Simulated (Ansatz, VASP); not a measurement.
PdRhC4N4: VASP beside Ansatz

```
Pd Rh C N
1.0
     5.90687    0.00000    0.00000
     0.00000    5.90687    0.00000
     0.00000    0.00000    5.90687
Pd Rh C N
1 1 4 4
Direct
  0.00000 0.00000 0.00000
  0.50000 0.50000 0.50000
  0.18942 0.18942 0.18942
  0.18942 0.81058 0.81058
  0.81058 0.18942 0.81058
  0.81058 0.81058 0.18942
  0.30378 0.30378 0.30378
  0.30378 0.69622 0.69622
  0.69622 0.30378 0.69622
  0.69622 0.69622 0.30378
```

Alike in both runs: task single point; functional PBE; k mesh 4 × 4 × 4; occupations gaussian, width 0.1 eV; collinear spin.

|  | VASP | Ansatz |
| --- | --- | --- |
| version | VASP 6.6.1 | Ansatz 0.2.0 |
| potentials or method | VASP PAW PBE potentials, release 64 (Pd, Rh_pv, C, N), cutoff 520 eV | scalar-relativistic, plane waves, PAW |
| valence electrons in the cell | 61 | 71 |

```csv
,VASP,Ansatz,Ansatz less VASP
gap on the k mesh at the Fermi level (eV),none,none,-
pressure (GPa),4.0,3.7,-0.24
rms of the force components (eV/Å),0.777,0.613,-0.1630
net moment per atom (μB),0.10,0.10,0.000
size of the moment on the site where the two differ most (μB),1.37,1.09,-0.277
```

Site moments also hang on the region over which each program counts them. Atom by atom the forces differ by 0.198 eV/Å (rms over components). A gap of «none» marks a metal or a gap that the smearing closes. VASP's potentials hold 61 valence electrons a cell and Ansatz's 71, so a difference there can come from the potentials and not from the codes.

Noted on VASP's run: the standard files for N, O and F lose accuracy on very short bonds.
